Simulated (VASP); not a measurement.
# NiSb (P6_3/mmc) in VASP: notebook, part 2 of 2

VASP 6.6.1. Earlier steps stand in the parts before.

### Step 5. Single point, PBEsol, non-collinear spin, typed start

This run uses another cell than the first one, of 17.10 Å³/atom.

INCAR

```
SYSTEM = NiSb
PREC = Accurate
ENCUT = 520
EDIFF = 1E-6
ISMEAR = -1
SIGMA = 0.05
LREAL = .False.
LASPH = .True.
NELM = 150
ALGO = Normal
ISIF = 2
LWAVE = .False.
LCHARG = .False.
LNONCOLLINEAR = .True.
MAGMOM = 0 0 0 0 0 0 -0.815 0.015 -0.09 0.118 0.017 -0.242
LORBIT = 11
LMAXMIX = 4
GGA = PS
NBANDS = 44
```

KPOINTS

```
Automatic mesh
0
Gamma
  6 6 4
  0 0 0
```

POSCAR

```
NiSb
1.0
    3.9280000000      0.0000000000      0.0000000000
   -1.9640000000      3.4017477861      0.0000000000
    0.0000000000      0.0000000000      5.1200000000
Sb Ni
2 2
Direct
    0.6666666667      0.3333333333      0.7500000000
    0.3333333333      0.6666666667      0.2500000000
    0.0000000000      0.0000000000      0.5000000000
    0.0000000000      0.0000000000      0.0000000000
```

Potentials or basis: VASP PAW PBE potentials, release 64 (Sb, Ni).

Run with:

```sh
cat potpaw_PBE.64/Sb/POTCAR potpaw_PBE.64/Ni/POTCAR > POTCAR
mpirun -np 1 vasp_ncl > vasp.out
```

OUTCAR:

```text
SYSTEM = NiSb
   PREC = Accurate
   ENCUT = 520
   EDIFF = 1E-6
   ISMEAR = -1
   LREAL = .False.
   LASPH = .True.
   NELM = 150
   ISIF = 2
   LNONCOLLINEAR = .True.
   LORBIT = 11
   GGA = PS

 ion  position               nearest neighbor table
   1  0.667  0.333  0.750-   3 2.60   4 2.60   3 2.60   4 2.60   3 2.60   4 2.60   2 3.42   2 3.42
                             2 3.42   2 3.42   2 3.42   2 3.42
   2  0.333  0.667  0.250-   3 2.60   4 2.60   3 2.60   4 2.60   3 2.60   4 2.60   1 3.42   1 3.42
                             1 3.42   1 3.42   1 3.42   1 3.42
   3  0.000  0.000  0.500-   4 2.56   4 2.56   1 2.60   2 2.60   1 2.60   2 2.60   1 2.60   2 2.60

   4  0.000  0.000  0.000-   3 2.56   3 2.56   1 2.60   2 2.60   1 2.60   2 2.60   1 2.60   2 2.60

  LATTYP: Found a hexagonal cell.
 ALAT       =     3.9280000000
 C/A-ratio  =     1.3034623218

  Lattice vectors:

 A1 = (   3.9280000000,   0.0000000000,   0.0000000000)
 A2 = (  -1.9640000000,   3.4017477861,   0.0000000000)
 A3 = (   0.0000000000,   0.0000000000,   5.1200000000)

Analysis of symmetry for initial positions (statically):
=====================================================================
 Subroutine PRICEL returns:
 Original cell was already a primitive cell.

 Routine SETGRP: Setting up the symmetry group for a
 hexagonal supercell.

 Subroutine GETGRP returns: Found 24 space group operations
 (whereof 12 operations were pure point group operations)
 out of a pool of 24 trial point group operations.

The static configuration has the point symmetry D_3d.
 The point group associated with its full space group is D_6h.

Analysis of symmetry for dynamics (positions and initial velocities):
=====================================================================
 Subroutine PRICEL returns:
 Original cell was already a primitive cell.

 Routine SETGRP: Setting up the symmetry group for a
 hexagonal supercell.

 Subroutine GETGRP returns: Found 24 space group operations
 (whereof 12 operations were pure point group operations)
 out of a pool of 24 trial point group operations.

The dynamic configuration has the point symmetry D_3d.
 The point group associated with its full space group is D_6h.

Analysis of structural, dynamic, and magnetic symmetry:
=====================================================================
 Subroutine PRICEL returns:
 Original cell was already a primitive cell.

 Routine SETGRP: Setting up the symmetry group for a
 hexagonal supercell.

 Subroutine GETGRP returns: Found  2 space group operations
 (whereof  2 operations were pure point group operations)
 out of a pool of 24 trial point group operations.

The overall configuration has the point symmetry S_2 .

 Subroutine INISYM returns: Found  2 space group operations
 (whereof  2 operations are pure point group operations),
 and found     1 'primitive' translations

----------------------------------------------------------------------------------------

                                     Primitive cell

  volume of cell :      68.4138

  direct lattice vectors                    reciprocal lattice vectors
     3.928000000  0.000000000  0.000000000     0.254582485  0.146983266  0.000000000
    -1.964000000  3.401747786  0.000000000     0.000000000  0.293966532  0.000000000
     0.000000000  0.000000000  5.120000000     0.000000000  0.000000000  0.195312500

[... 100 lines left out ...]
   EMIN   =  10.00;   EMAX   =-10.00  energy-range for DOS
   EFERMI =   0.00;   METHOD = LEGACY
   ISMEAR =    -1;   SIGMA  =   0.05  broadening in eV -4-tet -1-fermi 0-gaus
   EFERMI_NEDOS =   21; number of points for ismear=-14 and -15
   IALGO  =     38    algorithm
   IMIX   =      4    mixing-type and parameters
     AMIX     =   0.40;   BMIX     =  1.00
     AMIX_MAG =   1.60;   BMIX_MAG =  1.00
  volume/ion in A,a.u.               =      17.10       115.42
  Fermi-wavevector in a.u.,A,eV,Ry     =   1.243753  2.350352 21.047138  1.546921
  Thomas-Fermi vector in A             =   2.378050
   LORBIT       =     11    0 simple, 1 ext, 2 COOP (PROOUT), +10 PAW based schemes
   GGA     = PS    functional components
   LHFCALC =     F    Hartree Fock is set to
   AEXX    =    0.0000 exact exchange contribution
   IVDW    =     0    specifies the selected vdW correction
   LEPSILON=     F    determine dielectric tensor
   LRPA    =     F    only Hartree local field effects (RPA)
  energy-cutoff  :      520.00
  volume of cell :       68.41
 maximum number of plane-waves:      3784
 NGX is ok and might be reduce to    30
   NGX = 15   NGY = 15   NGZ = 19

 number of electron      30.0000034 magnetization       0.0003776     -0.0000056      0.0000209

 number of electron      30.0000034 magnetization      -0.0001215      0.0000085     -0.0000948

 Free energy of the ion-electron system (eV)
  ---------------------------------------------------
  ext. energy  EPLUGINS =         0.00000000
  ---------------------------------------------------
  free energy    TOTEN  =       -22.65806286 eV

  energy without entropy =      -22.63667623  energy(sigma->0) =      -22.64736954

 E-fermi :   9.9520     XC(G=0): -11.6620

 val. band max:        9.8742003553   @ k =   0.0000   0.0000   0.0000
 cond. band min:       9.9953033224   @ k =   0.3333   0.1667   0.2500
 fundamental gap:      0.1211029672
 Fermi energy:         9.9520058841

 k-point     1 :       0.0000    0.0000    0.0000
  band No.  band energies     occupation
      1      -3.1170      1.00000
      2      -3.1170      1.00000
      3       1.4526      1.00000
      4       1.4526      1.00000
      5       3.6239      1.00000
      6       3.6239      1.00000
[... 1069 lines left out ...]
     41      16.1299      0.00000
     42      16.1300      0.00000

 [... further k-points ...]

 [bands above 42 left out]

------------------------ aborting loop because EDIFF is reached ----------------------------------------

  FORCE on cell =-STRESS in cart. coord.  units (eV):
  Direction    XX          YY          ZZ          XY          YZ          ZX
  --------------------------------------------------------------------------------------
  -------------------------------------------------------------------------------------
  Total       -0.7250133     -0.7250271     -0.6258185     -0.0000114     -0.0000006     -0.0000001
  in kB      -16.9790345    -16.9793580    -14.6559994     -0.0002680     -0.0000132     -0.0000027
  external PRESSURE =     -16.2047973 kB  Pullay stress =       0.0000000 kB

 VOLUME and BASIS-vectors are now :
 -----------------------------------------------------------------------------
  energy-cutoff  :      520.00
  volume of cell :       68.41
      direct lattice vectors                 reciprocal lattice vectors
     3.928000000  0.000000000  0.000000000     0.254582485  0.146983266  0.000000000
    -1.964000000  3.401747786  0.000000000     0.000000000  0.293966532  0.000000000
     0.000000000  0.000000000  5.120000000     0.000000000  0.000000000  0.195312500

 POSITION                                       TOTAL-FORCE (eV/Angst)
 -----------------------------------------------------------------------------------
      1.96400      1.13392      3.84000         0.000001     -0.000000      0.000023
     -0.00000      2.26783      1.28000        -0.000001      0.000000     -0.000023
      0.00000      0.00000      2.56000         0.000000      0.000000      0.000000
      0.00000      0.00000      0.00000         0.000000      0.000000      0.000000
 -----------------------------------------------------------------------------------
    total drift:                                0.000000     -0.000000     -0.000000

  FREE ENERGIE OF THE ION-ELECTRON SYSTEM (eV)
  ---------------------------------------------------
  free  energy   TOTEN  =       -22.6580628588 eV

  energy  without entropy=      -22.6366762269  energy(sigma->0) =      -22.64736954

 total charge

# of ion       s       p       d       tot
------------------------------------------
    1        1.132   1.222   0.075   2.429
    2        1.132   1.222   0.075   2.429
    3        0.455   0.488   8.466   9.409
    4        0.455   0.488   8.466   9.409
--------------------------------------------------
tot          3.174   3.420  17.083  23.677

 magnetization (x)

# of ion       s       p       d       tot
------------------------------------------
    1       -0.000   0.000   0.000   0.000
    2       -0.000   0.000   0.000   0.000
    3        0.000  -0.000  -0.000  -0.000
    4       -0.000   0.000   0.000   0.000
--------------------------------------------------
tot         -0.000   0.000  -0.000  -0.000

 magnetization (y)

# of ion       s       p       d       tot
------------------------------------------
    1        0.000  -0.000  -0.000  -0.000
    2        0.000  -0.000  -0.000  -0.000
    3        0.000   0.000   0.000   0.000
    4        0.000   0.000   0.000   0.000
--------------------------------------------------
tot          0.000  -0.000   0.000   0.000

 magnetization (z)

# of ion       s       p       d       tot
------------------------------------------
    1       -0.000   0.000   0.000   0.000
    2       -0.000   0.000   0.000   0.000
    3       -0.000  -0.000  -0.000  -0.000
    4       -0.000  -0.000  -0.000  -0.000
--------------------------------------------------
tot         -0.000   0.000  -0.000  -0.000
```

stdout:

```text
POSCAR found type information on POSCAR SbNi
 POSCAR found :  2 types and       4 ions
 scaLAPACK will be used
 -----------------------------------------------------------------------------
|                                                                             |
|                                                                             |
|     You enforced a specific xc type in the INCAR file but a different       |
|     I HOPE YOU KNOW WHAT YOU ARE DOING!                                     |
|                                                                             |
 -----------------------------------------------------------------------------

 LDA part: xc-table for (Slater+PW92), standard interpolation
 POSCAR, INCAR and KPOINTS ok, starting setup
 FFT: planning ... GRIDC
 FFT: planning ... GRID_SOFT
 FFT: planning ... GRID
 WAVECAR not read
 entering main loop
```

It took 12 min on 1 thread of Intel Xeon Platinum 8259CL at 2.50GHz (Skylake/Cascade Lake), shared host; peak memory 0.54 GiB.

What came out:

```yaml
Free_energy: -22.6581 eV
Pressure: -1.6 GPa
Band_gap_on_the_k_mesh: zero (bands 30 and 31 overlap by 3.37 eV)
Net_moment: 0.00 μB per cell
Valence_electrons_inside_the_program's_atomic_spheres: Sb 2.43; Ni 9.41
```

Moments on the atoms (μB; x, y, z):
```
Sb  0.00 0.00 0.00
Sb  0.00 0.00 0.00
Ni  0.00 0.00 0.00
Ni  0.00 0.00 0.00
```

Caveat: the PAW data sets were made with another functional, which shifts forces and pressure a little; spin-orbit coupling is left out, which moves the levels of the heavy elements.

### Step 6. Overview

```csv
level,spin,cell,k mesh,gap on the mesh (eV),pressure (GPa),moment (μB)
r2SCAN+D3(BJ),"collinear, ferromagnetic start","a = 3.916, b = 3.916, c = 5.100 Å, angles 90.0, 90.0, 120.0°, 4 atoms",8 × 8 × 5,none,-0.8,0.00
r2SCAN+D4,"collinear, ferromagnetic start","a = 3.916, b = 3.916, c = 5.101 Å, angles 90.0, 90.0, 120.0°, 4 atoms",8 × 8 × 5,none,0.0,0.00
r2SCAN+rVV10,"collinear, ferromagnetic start","a = 3.917, b = 3.917, c = 5.093 Å, angles 90.0, 90.0, 120.0°, 4 atoms",8 × 8 × 5,none,0.4,0.00
PBEsol,"non-collinear, typed start","a = 3.928, b = 3.928, c = 5.120 Å, angles 90.0, 90.0, 120.0°, 4 atoms",6 × 6 × 4,none,-1.6,0.00
```

Alike in all rows: task single point; potentials or basis VASP PAW PBE potentials, release 64 (Sb, Ni); cutoff (eV) 520; smearing fermi-dirac 0.05 eV.

Caveats: the PAW data sets were made with another functional, which shifts forces and pressure a little; spin-orbit coupling is left out, which moves the levels of the heavy elements; the moments typed at the start vanished in this run (at least some runs); three body term missing (at least some runs).

Total energies depend on the potentials used, so only differences within one code and one set of settings carry meaning.

The gap in the log of VASP goes by the Fermi energy; the results here count the filled bands.